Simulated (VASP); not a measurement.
**HgSe: relaxation of cell and atoms with r2SCAN**

HgSe:

```xyz
2
Lattice="0.0000 3.0360 3.0360 3.0360 0.0000 3.0360 3.0360 3.0360 0.0000" Properties=species:S:1:pos:R:3 pbc="T T T"
Hg    0.0000    0.0000    0.0000
Se    4.5540    4.5540    4.5540
```

- Program: VASP 6.6.1
- Task: relaxation of cell and atoms
- Functional: r2SCAN
- Potentials or basis: VASP PAW PBE potentials, release 64 (Hg, Se)
- Cutoff: 550 eV
- k mesh: 12 × 12 × 12
- Occupations: gaussian, width 0.1 eV
- Spin: no spin polarisation
- Dipole correction: no
- Further INCAR settings: ALGO = Normal; EDIFF = 1e-07; IBRION = 2; EDIFFG = -0.005; NSW = 100; ISIF = 3

```
Relaxed volume                         : 29.67 Å³/atom
Relaxed cell                           : a = 4.378 Å, b = 4.378 Å, c = 4.378 Å, α = 60.00°, β = 60.00°, γ = 60.00°
Space group after relaxing (to 0.05 Å) : F-43m (No. 216)
Energy gained by relaxing              : 16.9 meV/atom
Ionic steps                            : 3
Pressure after relaxing                : 0.0 GPa
Band gap on the k mesh                 : zero (filled and empty bands touch)
```

Step by step:
```csv
step,energy change (eV),largest force (eV/Å),pressure (GPa),volume (Å³)
1,0.0000,0.0000,3.40,55.97
2,-0.0275,0.0000,-1.23,60.92
3,-0.0337,0.0000,0.01,59.34
```

Final structure:
```yaml
crystal:
  lattice:
    - [0.00000, 3.09573, 3.09573]
    - [3.09573, 0.00000, 3.09573]
    - [3.09573, 3.09573, 0.00000]
  atoms:
    - { symbol: Hg, position: [0.00000, 0.00000, 0.00000] }
    - { symbol: Se, position: [0.75000, 0.75000, 0.75000] }
```

Levels at points of the mesh, in eV from the Fermi level:
```csv
k point,band 6,band 7,band 8,band 9,band 10,band 11,band 12,band 13
"(0.00, 0.00, 0.00)",-6.47,-0.78,-0.07,-0.07,-0.07,5.93,5.93,5.93
"(0.50, 0.00, 0.00)",-6.18,-5.32,-0.97,-0.97,1.32,6.64,6.64,7.18
"(0.50, 0.50, 0.00)",-6.14,-4.99,-2.21,-2.21,2.90,3.34,8.70,10.15
```

Wall time 11 min on 1 thread of AMD EPYC 9R45 96-Core Processor (Zen 5), with other jobs on the host, peak memory 0.24 GiB.

Caveat: the PAW data sets were made with another functional, which shifts forces and pressure a little; spin-orbit coupling is left out, which moves the levels of the heavy elements. Zero-point motion and thermal expansion aren't in these numbers.
